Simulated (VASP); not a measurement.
Wanted: the native input for a VASP 6.6.1 run.

```
Task                   : single point
Functional             : PBE
Potentials or basis    : VASP PAW PBE potentials, release 64 (Rh_pv)
Cutoff                 : 520 eV
k mesh                 : 18 × 18 × 12
Occupations            : gaussian, width 0.15 eV
Spin                   : no spin polarisation
Dipole correction      : no
Further INCAR settings : ALGO = Fast; EDIFF = 1e-06; NBANDS = 22
```

The structure of Rh lies in POSCAR:

```
Rh
1.0
    0.0000000000     -1.9015500000     -1.9015500000
    0.0000000000      1.9015500000     -1.9015500000
    3.8031000000      0.0000000000      0.0000000000
Rh
2
Direct
    0.5000000000      0.5000000000      0.4309773606
    0.0000000000      0.0000000000      0.0690226394
```

This cell differs from its parent crystal: atoms displaced along a vibrational mode.

These files were run (other wordings do the same):

INCAR

```
PREC = Accurate
ENCUT = 520
EDIFF = 1E-6
ISMEAR = 0
SIGMA = 0.15
LREAL = False
LASPH = True
NELM = 100
ALGO = Fast
ISIF = 2
LWAVE = False
LCHARG = False
GGA = PE
NBANDS = 22
```

KPOINTS

```
Automatic mesh
0
Gamma
  18 18 12
```

Potentials or basis: VASP PAW PBE potentials, release 64 (Rh_pv).

Command:

```console
$ cat potpaw_PBE.64/Rh_pv/POTCAR > POTCAR
$ mpirun -np 1 vasp_std > vasp.out
```

Results of the run:

```json
{
 "Pressure": "48.4 GPa",
 "Largest force": "7.003 eV/Å",
 "Band gap on the k mesh": "zero (bands 15 and 16 overlap by 1.71 eV)"
}
```

Caveat: the cell differs from its parent crystal (atoms displaced along a vibrational mode); the stress differs along the axes, from 38 to 53 GPa; forces of over 1 eV/Å act on the atoms, so gaps and moduli don't describe the material at rest.

Run time: 3.7 min on 1 thread of Intel Xeon 8259CL (shared host), peak memory 0.28 GiB.
